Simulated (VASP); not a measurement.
# Ca2C (Fm-3m) in VASP: further runs

Aim: see how the results for Ca2C move with the level of theory and the settings. Levels: PBE, r2SCAN, HSE06. Tasks: single point.

Everything below comes from runs of VASP 6.6.1. Logs are shortened: lines on timing, memory, paths and dates and some standing lists are left out, and cuts for length are marked.

**1. The cell of the first run**

The structure is cubic, space group Fm-3m (No. 225). Conventional cell: a = 6.257 Å, b = 6.257 Å, c = 6.257 Å, α = 90.00°, β = 90.00°, γ = 90.00°. C (site symmetry m-3m) has 8 Ca at 2.71 Å within 3.6 Å. Ca (site symmetry -43m) has 4 C at 2.71 Å and 6 Ca at 3.13 Å within 3.6 Å.

**2. Single point, PBE**

INCAR

```
PREC = Accurate
ENCUT = 520
EDIFF = 1E-7
ISMEAR = 0
SIGMA = 0.01
LREAL = False
LASPH = True
NELM = 60
ALGO = Normal
ISIF = 2
LWAVE = False
LCHARG = False
GGA = PE
NBANDS = 19
```

KPOINTS

```
regular mesh
0
Gamma
  4 4 4
```

POSCAR

```
Ca2C
1.0
    0.0000000000      3.1285803966      3.1285803966
    3.1285803966      0.0000000000      3.1285803966
    3.1285803966      3.1285803966      0.0000000000
C Ca
1 2
Direct
    0.0000000000      0.0000000000      0.0000000000
    0.2500000000      0.2500000000      0.2500000000
    0.7500000000      0.7500000000      0.7500000000
```

Potentials or basis: VASP PAW PBE potentials, release 64 (C, Ca_sv).

Launch:

```bash
$ cat potpaw_PBE.64/C/POTCAR potpaw_PBE.64/Ca_sv/POTCAR > POTCAR
$ mpirun -np 1 vasp_std > vasp.out
```

OUTCAR:

```text
PREC = Accurate
   ENCUT = 520
   EDIFF = 1E-7
   ISMEAR = 0
   LREAL = False
   LASPH = True
   NELM = 60
   ISIF = 2
   GGA = PE

 ion  position               nearest neighbor table
   1  0.000  0.000  0.000-
   2  0.250  0.250  0.250-   3 3.13   3 3.13   3 3.13   3 3.13   3 3.13   3 3.13
   3  0.750  0.750  0.750-   2 3.13   2 3.13   2 3.13   2 3.13   2 3.13   2 3.13

  LATTYP: Found a face centered cubic cell.
 ALAT       =     6.2571607932

  Lattice vectors:

 A1 = (   0.0000000000,   3.1285803966,   3.1285803966)
 A2 = (   3.1285803966,   0.0000000000,   3.1285803966)
 A3 = (   3.1285803966,   3.1285803966,   0.0000000000)

Analysis of symmetry for initial positions (statically):
=====================================================================
 Subroutine PRICEL returns:
 Original cell was already a primitive cell.

 Routine SETGRP: Setting up the symmetry group for a
 face centered cubic supercell.

 Subroutine GETGRP returns: Found 48 space group operations
 (whereof 48 operations were pure point group operations)
 out of a pool of 48 trial point group operations.

The static configuration has the point symmetry O_h .

Analysis of symmetry for dynamics (positions and initial velocities):
=====================================================================
 Subroutine PRICEL returns:
 Original cell was already a primitive cell.

 Routine SETGRP: Setting up the symmetry group for a
 face centered cubic supercell.

 Subroutine GETGRP returns: Found 48 space group operations
 (whereof 48 operations were pure point group operations)
 out of a pool of 48 trial point group operations.

The dynamic configuration has the point symmetry O_h .

 Subroutine INISYM returns: Found 48 space group operations
 (whereof 48 operations are pure point group operations),
 and found     1 'primitive' translations

----------------------------------------------------------------------------------------

                                     Primitive cell

  volume of cell :      61.2452

  direct lattice vectors                    reciprocal lattice vectors
     0.000000000  3.128580397  3.128580397    -0.159816893  0.159816893  0.159816893
     3.128580397  0.000000000  3.128580397     0.159816893 -0.159816893  0.159816893
     3.128580397  3.128580397  0.000000000     0.159816893  0.159816893 -0.159816893

  length of vectors
     4.424480828  4.424480828  4.424480828     0.276810979  0.276810979  0.276810979

  position of ions in fractional coordinates (direct lattice)
     0.000000000  0.000000000  0.000000000
     0.250000000  0.250000000  0.250000000
     0.750000000  0.750000000  0.750000000

  ion indices of the primitive-cell ions
   primitive index   ion index
                 1           1
                 2           2
                 3           3

----------------------------------------------------------------------------------------

 KPOINTS: regular mesh

Automatic generation of k-mesh.
 Grid dimensions read from file:
 generate k-points for:    4    4    4

 Generating k-lattice:

  Cartesian coordinates                     Fractional coordinates (reciprocal lattice)
    -0.039954223  0.039954223  0.039954223     0.250000000  0.000000000  0.000000000
     0.039954223 -0.039954223  0.039954223     0.000000000  0.250000000  0.000000000
     0.039954223  0.039954223 -0.039954223     0.000000000  0.000000000  0.250000000

  Length of vectors
     0.069202745  0.069202745  0.069202745

  Shift w.r.t. Gamma in fractional coordinates (k-lattice)
     0.000000000  0.000000000  0.000000000

 Subroutine IBZKPT returns following result:
 ===========================================

 Found      8 irreducible k-points:

 Following reciprocal coordinates:
            Coordinates               Weight
  0.000000  0.000000  0.000000      1.000000
  0.250000  0.000000  0.000000      8.000000
  0.500000  0.000000  0.000000      4.000000
  0.250000  0.250000  0.000000      6.000000
  0.500000  0.250000  0.000000     24.000000
 -0.250000  0.250000  0.000000     12.000000
  0.500000  0.500000  0.000000      3.000000
 -0.250000  0.500000  0.250000      6.000000
   k-points           NKPTS =      8   k-points in BZ     NKDIM =      8   number of bands    NBANDS=     19
   number of dos      NEDOS =    301   number of ions     NIONS =      3
   total plane-waves  NPLWV =  46656
   dimension x,y,z NGX =    36 NGY =   36 NGZ =   36
   dimension x,y,z NGXF=    72 NGYF=   72 NGZF=   72
   ions per type =               1   2
   NGX,Y,Z   is equivalent  to a cutoff of  13.53, 13.53, 13.53 a.u.
   NGXF,Y,Z  is equivalent  to a cutoff of  27.05, 27.05, 27.05 a.u.
 SYSTEM =  unknown system
   PREC   = accura    normal or accurate (medium, high low for compatibility)
   ISTART =      0    job   : 0-new  1-cont  2-samecut
   ICHARG =      2    charge: 1-file 2-atom 10-const
   ISPIN  =      1    spin polarized calculation?
   LNONCOLLINEAR =      F non collinear calculations
   LSORBIT =      F    spin-orbit coupling
   LASPH  =      T    aspherical Exc in radial PAW
   ENCUT  =  520.0 eV  38.22 Ry    6.18 a.u.   8.23  8.23  8.23*2*pi/ulx,y,z
   NELM   =     60;   NELMIN=  2; NELMDL= -5     # of ELM steps
   EDIFF  = 0.1E-06   stopping-criterion for ELM
   LREAL  =      F    real-space projection
   EDIFFG = 0.1E-05   stopping-criterion for IOM
   NSW    =      0    number of steps for IOM
   IBRION =     -1    ionic relax: 0-MD 1-quasi-New 2-CG
   NFREE  =      0    steps in history (QN), initial steepest desc. (CG)
   ISIF   =      2    stress and relaxation
   ISYM   =      2    0-nonsym 1-usesym 2-fastsym
   POTIM  = 0.5000    time-step for ionic-motion
   TEBEG  =    0.0;   TEEND  =   0.0 temperature during run
   PSTRESS=    0.0 pullay stress
   NELECT =      24.0000    total number of electrons
   NUPDOWN=      -1.0000    fix difference up-down
   EMIN   =  10.00;   EMAX   =-10.00  energy-range for DOS
   EFERMI =   0.00;   METHOD = LEGACY
   ISMEAR =     0;   SIGMA  =   0.01  broadening in eV -4-tet -1-fermi 0-gaus
   EFERMI_NEDOS =   21; number of points for ismear=-14 and -15
   IALGO  =     38    algorithm
   IMIX   =      4    mixing-type and parameters
     AMIX     =   0.40;   BMIX     =  1.00
     AMIX_MAG =   1.60;   BMIX_MAG =  1.00
  volume/ion in A,a.u.               =      20.42       137.77
  Fermi-wavevector in a.u.,A,eV,Ry     =   1.197994  2.263880 19.526936  1.435189
  Thomas-Fermi vector in A             =   2.333894
   LORBIT       =      0    0 simple, 1 ext, 2 COOP (PROOUT), +10 PAW based schemes
   GGA     = PE    functional components
   LHFCALC =     F    Hartree Fock is set to
   AEXX    =    0.0000 exact exchange contribution
   IVDW    =     0    specifies the selected vdW correction
   LEPSILON=     F    determine dielectric tensor
   LRPA    =     F    only Hartree local field effects (RPA)
 non-spin polarized calculation
 Gauss-broadening in eV      SIGMA  =   0.01
  energy-cutoff  :      520.00
  volume of cell :       61.25
 maximum number of plane-waves:      1676
 NGX is ok and might be reduce to    36
   NGX = 17   NGY = 17   NGZ = 17

 number of electron      24.0000003 magnetization

 Free energy of the ion-electron system (eV)
  ---------------------------------------------------
  ext. energy  EPLUGINS =         0.00000000
  ---------------------------------------------------
  free energy    TOTEN  =       -12.05690236 eV

  energy without entropy =      -12.05690236  energy(sigma->0) =      -12.05690236

 E-fermi :   3.3316     XC(G=0):  -9.4868

 val. band max:        3.2573359296   @ k =   0.5000   0.5000   0.0000
 cond. band min:       3.4593436474   @ k =   0.5000   0.5000   0.0000
 fundamental gap:      0.2020077177
 Fermi energy:         3.3315541017

 k-point     1 :       0.0000    0.0000    0.0000
  band No.  band energies     occupation
      1     -37.0454      2.00000
      2     -36.8321      2.00000
      3     -18.2125      2.00000
      4     -18.2125      2.00000
      5     -18.2125      2.00000
      6     -17.7764      2.00000
[... 11 lines left out ...]
     18       9.0564      0.00000
     19       9.8409      0.00000

 k-point     2 :       0.2500    0.0000    0.0000
  band No.  band energies     occupation
      1     -37.0131      2.00000
      2     -36.8622      2.00000
      3     -18.1750      2.00000
      4     -18.1559      2.00000
      5     -18.1559      2.00000
      6     -17.8742      2.00000
[... 11 lines left out ...]
     18       8.4141      0.00000
     19       9.2325      0.00000

 k-point     3 :       0.5000    0.0000    0.0000
  band No.  band energies     occupation
      1     -36.9366      2.00000
      2     -36.9366      2.00000
      3     -18.0648      2.00000
      4     -18.0435      2.00000
      5     -18.0127      2.00000
      6     -18.0127      2.00000
[... 11 lines left out ...]
     18       7.7177      0.00000
     19       7.8631      0.00000

 k-point     4 :       0.2500    0.2500    0.0000
  band No.  band energies     occupation
      1     -37.0082      2.00000
      2     -36.8660      2.00000
      3     -18.2617      2.00000
      4     -18.2617      2.00000
      5     -18.1128      2.00000
      6     -17.9423      2.00000
[... 11 lines left out ...]
     18       7.9118      0.00000
     19       8.6612      0.00000

 k-point     5 :       0.5000    0.2500    0.0000
  band No.  band energies     occupation
      1     -36.9609      2.00000
      2     -36.9107      2.00000
      3     -18.3084      2.00000
      4     -18.2366      2.00000
      5     -18.2214      2.00000
      6     -17.8138      2.00000
[... 11 lines left out ...]
     18       8.4772      0.00000
     19       8.7131      0.00000

 k-point     6 :      -0.2500    0.2500    0.0000
  band No.  band energies     occupation
      1     -36.9719      2.00000
      2     -36.9008      2.00000
      3     -18.3171      2.00000
      4     -18.0837      2.00000
      5     -18.0489      2.00000
      6     -17.9936      2.00000
[... 11 lines left out ...]
     18       8.2955      0.00000
     19       8.5677      0.00000

 k-point     7 :       0.5000    0.5000    0.0000
  band No.  band energies     occupation
      1     -36.9706      2.00000
      2     -36.8996      2.00000
      3     -18.4304      2.00000
      4     -18.3103      2.00000
      5     -18.3103      2.00000
      6     -17.7150      2.00000
[... 11 lines left out ...]
     18       8.3499      0.00000
     19       8.3499      0.00000

 k-point     8 :      -0.2500    0.5000    0.2500
  band No.  band energies     occupation
      1     -36.9353      2.00000
      2     -36.9353      2.00000
      3     -18.3813      2.00000
      4     -18.3603      2.00000
      5     -18.0198      2.00000
      6     -18.0198      2.00000
[... 11 lines left out ...]
     18       7.6814      0.00000
     19       9.0242      0.00000

------------------------ aborting loop because EDIFF is reached ----------------------------------------

  FORCE on cell =-STRESS in cart. coord.  units (eV):
  Direction    XX          YY          ZZ          XY          YZ          ZX
  --------------------------------------------------------------------------------------
  -------------------------------------------------------------------------------------
  Total        0.3470793      0.3470793      0.3470793     -0.0000000     -0.0000000     -0.0000000
  in kB        9.0796126      9.0796126      9.0796126     -0.0000000     -0.0000000     -0.0000000
  external PRESSURE =       9.0796126 kB  Pullay stress =       0.0000000 kB

 VOLUME and BASIS-vectors are now :
 -----------------------------------------------------------------------------
  energy-cutoff  :      520.00
  volume of cell :       61.25
      direct lattice vectors                 reciprocal lattice vectors
     0.000000000  3.128580397  3.128580397    -0.159816893  0.159816893  0.159816893
     3.128580397  0.000000000  3.128580397     0.159816893 -0.159816893  0.159816893
     3.128580397  3.128580397  0.000000000     0.159816893  0.159816893 -0.159816893

 POSITION                                       TOTAL-FORCE (eV/Angst)
 -----------------------------------------------------------------------------------
      0.00000      0.00000      0.00000         0.000000      0.000000     -0.000000
      1.56429      1.56429      1.56429         0.000000      0.000000      0.000000
      4.69287      4.69287      4.69287        -0.000000     -0.000000     -0.000000
 -----------------------------------------------------------------------------------
    total drift:                                0.000000      0.000000      0.000000

  FREE ENERGIE OF THE ION-ELECTRON SYSTEM (eV)
  ---------------------------------------------------
  free  energy   TOTEN  =       -12.0569023630 eV

  energy  without entropy=      -12.0569023630  energy(sigma->0) =      -12.05690236
```

It took 14 s on 1 thread of AMD EPYC 7R13 (Zen 3), shared host; peak memory 0.17 GiB.

What came out:

```
Free energy            : -12.0569 eV
Pressure               : 0.9 GPa
Band gap on the k mesh : 0.20 eV
```

Caveat: the k points lie up to 0.43 Å⁻¹ apart; the structure was generated, so it needn't be the stable form of Ca2C; semilocal functionals underestimate gaps, and a narrow one can read as zero. A k mesh can miss the band edges.

**3. Single point, PBE**

INCAR

```
SYSTEM = Ca2C
PREC = Accurate
ENCUT = 520
EDIFF = 1E-6
ISMEAR = 0
SIGMA = 0.01
LREAL = .FALSE.
LASPH = .TRUE.
NELM = 80
ALGO = Normal
ISIF = 2
LWAVE = .FALSE.
LCHARG = .FALSE.
GGA = PE
NBANDS = 19
```

KPOINTS

```
Automatic mesh
0
G
  4 4 4
  0 0 0
```

POSCAR is that of step 2.

Potentials or basis: VASP PAW PBE potentials, release 64 (C, Ca_sv).

Launch:

```bash
$ cat potpaw_PBE.64/C/POTCAR potpaw_PBE.64/Ca_sv/POTCAR > POTCAR
$ mpirun -np 1 vasp_std > vasp.out
```

Run time: 12 s. Hardware: 1 thread of AMD EPYC 7R13 (Zen 3), shared host; peak memory 0.17 GiB.

It converged, with:

| Quantity | Value |
| --- | --- |
| Free energy | -12.0569 eV |
| Pressure | 0.9 GPa |
| Band gap on the k mesh | 0.20 eV |

Levels at points of the mesh, in eV from the valence-band top:
```tsv
k point	band 10	band 11	band 12	band 13	band 14	band 15
(0.00, 0.00, 0.00)	-1.07	-1.07	-1.07	0.80	1.86	1.86
(0.50, 0.00, 0.00)	-1.95	-0.41	-0.41	2.71	2.98	2.98
(0.50, 0.50, 0.00)	-2.01	0.00	0.00	0.20	2.48	2.69
```

Caveat: the k points lie up to 0.43 Å⁻¹ apart; the structure was generated, so it needn't be the stable form of Ca2C; semilocal functionals underestimate gaps, and a narrow one can read as zero. A k mesh can miss the band edges.

(Continued in part 2 of 2.)
